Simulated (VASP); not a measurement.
A run of VASP 6.6.1 is set up as follows.

File POSCAR:

```
TePb
1.0
    0.0000000000      3.3005152173      3.3005152173
    3.3005152173      0.0000000000      3.3005152173
    3.3005152173      3.3005152173      0.0000000000
Pb Te
1 1
Direct
    0.0000000000      0.0000000000      0.0000000000
    0.5000000000      0.5000000000      0.5000000000
```

The input INCAR.step1:

```
SYSTEM = TePb
PREC = Accurate
ENCUT = 520
EDIFF = 1E-5
ISMEAR = 0
SIGMA = 0.01
LREAL = .False.
LASPH = .True.
NELM = 60
ALGO = Normal
ISIF = 2
LWAVE = .True.
GGA = PE
NBANDS = 17
KPAR = 4
```

INCAR.step2

```
SYSTEM = TePb
PREC = Accurate
ENCUT = 520
EDIFF = 1E-6
ISMEAR = 0
SIGMA = 0.01
LREAL = .False.
LASPH = .True.
NELM = 60
ALGO = Normal
ISIF = 2
LWAVE = .False.
LCHARG = .True.
GGA = PE
LHFCALC = .True.
HFSCREEN = 0.2079
PRECFOCK = Normal
LVHAR = .True.
ISTART = 1
NBANDS = 17
KPAR = 4
```

File KPOINTS:

```
regular mesh
0
Gamma
  6 6 6
  0 0 0
```

Potentials or basis: VASP PAW PBE potentials, release 64 (Pb_d, Te).

Command:

```console
$ cat potpaw_PBE.64/Pb_d/POTCAR potpaw_PBE.64/Te/POTCAR > POTCAR
$ cp INCAR.step1 INCAR
$ mpirun -np 4 vasp_std > vasp.out
$ cp INCAR.step2 INCAR
$ mpirun -np 4 vasp_std > vasp.out
```

Problem. Predict the pressure.

Solution. -1.6 GPa.

Problem. What does it give for the band gap on the k mesh?

Solution. 1.23 eV.

Caveat: the cell differs from its parent crystal (strain +1.0%); the structure was generated, so it needn't be the stable form of TePb; the PAW data sets were made with another functional, which shifts forces and pressure a little; spin-orbit coupling is left out, which moves the levels of the heavy elements. A k mesh can miss the band edges.
